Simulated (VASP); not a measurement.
A run of VASP 6.6.1 is set up as follows.

POSCAR

```
BN
1.0
    2.5009697631      0.0000000000      0.0000000000
   -1.2504848816      2.1659033489      0.0000000000
    0.0000000000      0.0000000000      6.8957976065
B N
2 2
Direct
    0.3333333333      0.6666666667      0.2500000000
    0.6666666667      0.3333333333      0.7500000000
    0.3333333333      0.6666666667      0.7500000000
    0.6666666667      0.3333333333      0.2500000000
```

File INCAR.step1:

```
PREC     = Accurate       # precision mode
ENCUT    = 520            # plane-wave cutoff, eV
ISMEAR   = -5             # smearing method
SIGMA    = 0.1            # smearing width, eV
LREAL    = F              # projectors in reciprocal space
LASPH    = T              # aspherical terms in the spheres
NELM     = 100            # most SCF steps
NBANDS   = 16             # bands
ISYM     = 0            
GGA      = PE             # functional
ALGO     = Normal         # electronic algorithm
EDIFF    = 1E-4           # SCF threshold, eV
LWAVE    = T              # write WAVECAR
LCHARG   = F              # write CHGCAR
```

Contents of INCAR.step2:

```
PREC     = Accurate       # precision mode
ENCUT    = 520            # plane-wave cutoff, eV
EDIFF    = 1E-7           # SCF threshold, eV
ISMEAR   = -5             # smearing method
SIGMA    = 0.1            # smearing width, eV
LREAL    = F              # projectors in reciprocal space
LASPH    = T              # aspherical terms in the spheres
NELM     = 100            # most SCF steps
ALGO     = Normal         # electronic algorithm
ISIF     = 2              # what is computed and relaxed
LWAVE    = F              # write WAVECAR
LCHARG   = F              # write CHGCAR
METAGGA  = R2SCAN         # meta-GGA
LMIXTAU  = T            
NBANDS   = 16             # bands
ISYM     = 0            
ISTART   = 1
```

File KPOINTS:

```
regular mesh
0
Gamma
  10 10 4
```

Potentials or basis: VASP PAW PBE potentials, release 64 (B, N).

Run with:

```bash
$ cat potpaw_PBE.64/B/POTCAR potpaw_PBE.64/N/POTCAR > POTCAR
$ cp INCAR.step1 INCAR
$ mpirun -np 1 vasp_std > vasp.out
$ cp INCAR.step2 INCAR
$ mpirun -np 1 vasp_std > vasp.out
```

Problem. Predict the band gap on the k mesh.

Solution. 4.92 eV, indirect (least direct gap 5.42 eV).

Problem. What does it give for the pressure?

Solution. 0.3 GPa.

Stress tensor (GPa, compression positive):
```
 0.67  0.00  0.00
 0.00  0.67  0.00
 0.00  0.00 -0.30
```

Caveat: the PAW data sets were made with another functional, which shifts forces and pressure a little. A k mesh can miss the band edges.
